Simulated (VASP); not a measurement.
# NaF (P1) in VASP: notebook, part 2 of 2

VASP 6.6.1.

## Step 4: Single point, PBE

File INCAR:

```
PREC = Accurate
ENCUT = 520
EDIFF = 1E-6
ISMEAR = -1
SIGMA = 0.02
LREAL = F
LASPH = T
NELM = 100
ALGO = Normal
ISIF = 2
LWAVE = F
LCHARG = F
GGA = PE
NBANDS = 14
```

File KPOINTS:

```
regular mesh
0
Gamma
  8 8 8
```

File POSCAR:

```
NaF
1.0
    0.0000000000      2.2858943317      2.2858943317
    2.2858943317      0.0000000000      2.2858943317
    2.2858943317      2.2858943317      0.0000000000
Na F
1 1
Direct
   -0.0715166479      0.0567613726      0.0570374134
    1.3215166852      0.4432385548      0.4429625140
```

Potentials or basis: VASP PAW PBE potentials, release 64 (Na_pv, F).

On the command line:

```bash
cat potpaw_PBE.64/Na_pv/POTCAR potpaw_PBE.64/F/POTCAR > POTCAR
mpirun -np 1 vasp_std > vasp.out
```

OUTCAR:

```text
PREC = Accurate
   ENCUT = 520
   EDIFF = 1E-6
   ISMEAR = -1
   LREAL = F
   LASPH = T
   NELM = 100
   ISIF = 2
   GGA = PE

 ion  position               nearest neighbor table
   1  0.928  0.057  0.057-   2 1.90   2 1.92   2 1.92
   2  0.322  0.443  0.443-   1 1.90   1 1.92   1 1.92

  LATTYP: Found a face centered cubic cell.
 ALAT       =     4.5717886634

  Lattice vectors:

 A1 = (   0.0000000000,   2.2858943317,   2.2858943317)
 A2 = (   2.2858943317,   0.0000000000,   2.2858943317)
 A3 = (   2.2858943317,   2.2858943317,   0.0000000000)

Analysis of symmetry for initial positions (statically):
=====================================================================
 Subroutine PRICEL returns:
 Original cell was already a primitive cell.

 Routine SETGRP: Setting up the symmetry group for a
 face centered cubic supercell.

 Subroutine GETGRP returns: Found  1 space group operations
 (whereof  1 operations were pure point group operations)
 out of a pool of 48 trial point group operations.

The static configuration has the point symmetry C_1 .

Analysis of symmetry for dynamics (positions and initial velocities):
=====================================================================
 Subroutine PRICEL returns:
 Original cell was already a primitive cell.

 Routine SETGRP: Setting up the symmetry group for a
 face centered cubic supercell.

 Subroutine GETGRP returns: Found  1 space group operations
 (whereof  1 operations were pure point group operations)
 out of a pool of 48 trial point group operations.

The dynamic configuration has the point symmetry C_1 .

 Subroutine INISYM returns: Found  1 space group operations
 (whereof  1 operations are pure point group operations),
 and found     1 'primitive' translations

[... 115 lines left out ...]
  volume/ion in A,a.u.               =      11.94        80.61
  Fermi-wavevector in a.u.,A,eV,Ry     =   1.369992  2.588909 25.536476  1.876878
  Thomas-Fermi vector in A             =   2.495818
   LORBIT       =      0    0 simple, 1 ext, 2 COOP (PROOUT), +10 PAW based schemes
   GGA     = PE    functional components
   LHFCALC =     F    Hartree Fock is set to
   AEXX    =    0.0000 exact exchange contribution
   IVDW    =     0    specifies the selected vdW correction
   LEPSILON=     F    determine dielectric tensor
   LRPA    =     F    only Hartree local field effects (RPA)
 non-spin polarized calculation
  energy-cutoff  :      520.00
  volume of cell :       23.89
 maximum number of plane-waves:       660
   NGX = 13   NGY = 13   NGZ = 13

 number of electron      14.0000000 magnetization

 Free energy of the ion-electron system (eV)
  ---------------------------------------------------
  ext. energy  EPLUGINS =         0.00000000
  ---------------------------------------------------
  free energy    TOTEN  =        -7.60194723 eV

  energy without entropy =       -7.60194723  energy(sigma->0) =       -7.60194723

 E-fermi :  -1.5081     XC(G=0):  -9.1861

 val. band max:       -1.9099860581   @ k =   0.0000   0.0000   0.0000
 cond. band min:       4.3568437531   @ k =   0.0000   0.0000   0.0000
 fundamental gap:      6.2668298112
 Fermi energy:        -1.5080661326

 k-point     1 :       0.0000    0.0000    0.0000
  band No.  band energies     occupation
      1     -21.4198      2.00000
      2     -20.3386      2.00000
      3     -20.3330      2.00000
      4     -20.2120      2.00000
      5      -2.1503      2.00000
      6      -2.1382      2.00000
      7      -1.9100      2.00000
      8       4.3568      0.00000
      9      18.1738      0.00000
     10      18.2361      0.00000
     11      19.0958      0.00000
     12      20.7067      0.00000
     13      22.5511      0.00000
     14      22.5798      0.00000
[... 377 lines left out ...]
      1     -21.8924      2.00000
      2     -20.4033      2.00000
      3     -20.3672      2.00000
      4     -19.5842      2.00000
      5      -2.7591      2.00000
      6      -2.1623      2.00000
      7      -2.0430      2.00000
      8       6.0393      0.00000
      9      14.2591      0.00000
     10      17.2950      0.00000
     11      17.5125      0.00000
     12      22.5921      0.00000
     13      23.8172      0.00000
     14      24.5010      0.00000

 [... further k-points ...]
[... 5 lines left out ...]
  --------------------------------------------------------------------------------------
  -------------------------------------------------------------------------------------
  Total        4.1244216      3.7948417      3.7680998     -1.6871075     -1.5301479     -1.6749255
  in kB      276.6146529    254.5105522    252.7170443   -113.1500861   -102.6231949   -112.3330686
  external PRESSURE =     261.2807498 kB  Pullay stress =       0.0000000 kB

 VOLUME and BASIS-vectors are now :
 -----------------------------------------------------------------------------
  energy-cutoff  :      520.00
  volume of cell :       23.89
      direct lattice vectors                 reciprocal lattice vectors
     0.000000000  2.285894332  2.285894332    -0.218732770  0.218732770  0.218732770
     2.285894332  0.000000000  2.285894332     0.218732770 -0.218732770  0.218732770
     2.285894332  2.285894332  0.000000000     0.218732770  0.218732770 -0.218732770

 POSITION                                       TOTAL-FORCE (eV/Angst)
 -----------------------------------------------------------------------------------
      0.26013      2.25280      2.25217        -1.027377     -0.795735     -0.777577
      2.02576      1.74752      1.74815         1.027377      0.795735      0.777577
 -----------------------------------------------------------------------------------
    total drift:                               -0.000246     -0.000175     -0.000175

  FREE ENERGIE OF THE ION-ELECTRON SYSTEM (eV)
  ---------------------------------------------------
  free  energy   TOTEN  =        -7.6019472277 eV

  energy  without entropy=       -7.6019472277  energy(sigma->0) =       -7.60194723
```

OSZICAR:

```text
N       E                     dE             d eps       ncg     rms          rms(c)
DAV:   1     0.101373524310E+03    0.10137E+03   -0.68569E+03  7338   0.123E+03
DAV:   2    -0.383482964234E+01   -0.10521E+03   -0.98527E+02  7862   0.329E+02
DAV:   3    -0.876506440167E+01   -0.49302E+01   -0.49219E+01  9290   0.666E+01
DAV:   4    -0.880420114285E+01   -0.39137E-01   -0.39135E-01  8192   0.633E+00
DAV:   5    -0.880459955729E+01   -0.39841E-03   -0.39841E-03  9488   0.639E-01    0.632E+00
DAV:   6    -0.761156522305E+01    0.11930E+01   -0.41196E+00 10728   0.204E+01    0.184E+00
DAV:   7    -0.759985825628E+01    0.11707E-01   -0.55972E-02  7694   0.249E+00    0.115E+00
DAV:   8    -0.760141363836E+01   -0.15554E-02   -0.31350E-02  7646   0.263E+00    0.172E-01
DAV:   9    -0.760188824769E+01   -0.47461E-03   -0.50048E-03 11698   0.103E+00    0.921E-02
DAV:  10    -0.760195324855E+01   -0.65001E-04   -0.12272E-03  8312   0.441E-01    0.261E-02
DAV:  11    -0.760194677463E+01    0.64739E-05   -0.97152E-05  9062   0.119E-01    0.841E-03
DAV:  12    -0.760194722770E+01   -0.45307E-06   -0.99422E-06  8996   0.326E-02
   1 F= -.76019472E+01 E0= -.76019472E+01  d E =-.107148E-10
```

It took 32 s on 1 thread of AMD EPYC 9R45 (Zen 5), shared host; peak memory 0.16 GiB.

What came out:

```yaml
Free_energy: -7.6019 eV
Pressure: 26.1 GPa
Largest_force: 1.514 eV/Å
Band_gap_on_the_k_mesh: 6.27 eV, direct
```

Forces on the atoms (eV/Å):
```
Na  -1.027 -0.796 -0.778
F    1.027  0.796  0.778
```

Stress tensor (GPa, compression positive):
```
 27.66 -11.32 -11.23
-11.32  25.45 -10.26
-11.23 -10.26  25.27
```

Levels at points of the mesh, in eV from the valence-band top:
```tsv
k point	band 4	band 5	band 6	band 7	band 8	band 9	band 10	band 11
(0.00, 0.00, 0.00)	-18.30	-0.24	-0.23	0.00	6.27	20.08	20.15	21.01
(0.50, 0.00, 0.00)	-17.23	-1.59	-0.20	-0.11	10.95	12.05	18.67	21.15
(0.00, 0.50, 0.00)	-17.25	-1.60	-0.19	-0.11	10.96	12.05	18.67	21.17
(0.00, 0.00, 0.50)	-17.25	-1.60	-0.19	-0.11	10.96	12.05	18.67	21.18
(0.50, 0.50, 0.50)	-18.24	-1.62	-0.44	-0.43	11.39	12.86	20.55	20.60
(0.50, 0.50, 0.00)	-17.36	-1.28	-0.56	-0.43	11.89	13.60	15.00	19.91
(0.00, 0.50, 0.50)	-17.33	-1.27	-0.56	-0.43	11.88	13.60	14.96	19.94
(0.50, 0.00, 0.50)	-17.36	-1.28	-0.56	-0.43	11.89	13.60	15.00	19.91
```

Caveat: forces of over 1 eV/Å act on the atoms, so gaps and moduli don't describe the material at rest. PBE gaps usually lie below the measured ones, often by a third to a half.
